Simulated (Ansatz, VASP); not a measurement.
Sb in VASP and in Ansatz

File INCAR:

```
PREC = Accurate
ENCUT = 400
EDIFF = 1E-8
ISMEAR = -1
SIGMA = 0.05
LREAL = F
LASPH = T
NELM = 120
ALGO = Normal
ISIF = 2
LWAVE = F
LCHARG = F
GGA = PE
LEFG = T
NBANDS = 12
GGA_COMPAT = F
```

The input KPOINTS:

```
Automatic mesh
0
Gamma
  9 9 9
```

The input POSCAR:

```
Sb
1.0
    2.1506003320      1.2416496806      3.6691200000
   -2.1506003320      1.2416496806      3.6691200000
    0.0000000000     -2.4832993611      3.6691200000
Sb
2
Direct
    0.2336400000      0.2336400000      0.2336400000
    0.7663600000      0.7663600000      0.7663600000
```

Input for Ansatz:

```yaml
crystal:
  lattice:
    - [2.150600332, 1.2416496806, 3.66912]
    - [-2.150600332, 1.2416496806, 3.66912]
    - [0.0, -2.4832993611, 3.66912]
  atoms:
    - { symbol: Sb, position: [0.23364, 0.23364, 0.23364] }
    - { symbol: Sb, position: [0.76636, 0.76636, 0.76636] }
kpoints:
  mp_grid: { grid: [9, 9, 9] }
scf:
  occupations: { method: fermi_dirac, width: 0.05 }
hamiltonian:
  xc: pbe
  pseudopotentials: { kind: all_electron, datasets: crystal }
output:
  forces: true
  stress: true
  eigenvalues: true
  efg: { contact_densities: true }
```

Change from the starting cell: zz strain of -2 %, crystal datasets.

Alike in both runs: task electric field gradients; functional PBE; k mesh 9 × 9 × 9; occupations fermi-dirac, width 0.05 eV; no spin polarisation.

|  | VASP | Ansatz |
| --- | --- | --- |
| version | VASP 6.6.1 | Ansatz 0.2.0 |
| potentials or method | VASP PAW PBE potentials, release 64 (Sb), cutoff 400 eV | all-electron PAW with datasets made for the crystal, scalar-relativistic |

```tsv
	VASP	Ansatz	Ansatz less VASP
pressure (GPa)	4.4	4.3	-0.08
traceless stress, the component that is largest in VASP (GPa)	0.01	0.06	+0.046
rms of the force components (eV/Å)	0.216	0.188	-0.0275
size of Vzz on the site where it differs most (V/Å²)	52.2	56.5	+4.29
```

Atom by atom the forces differ by 0.027 eV/Å (rms over components). Ansatz ran all-electron here, and VASP with PAW potentials.

Neither program's run includes spin-orbit coupling.
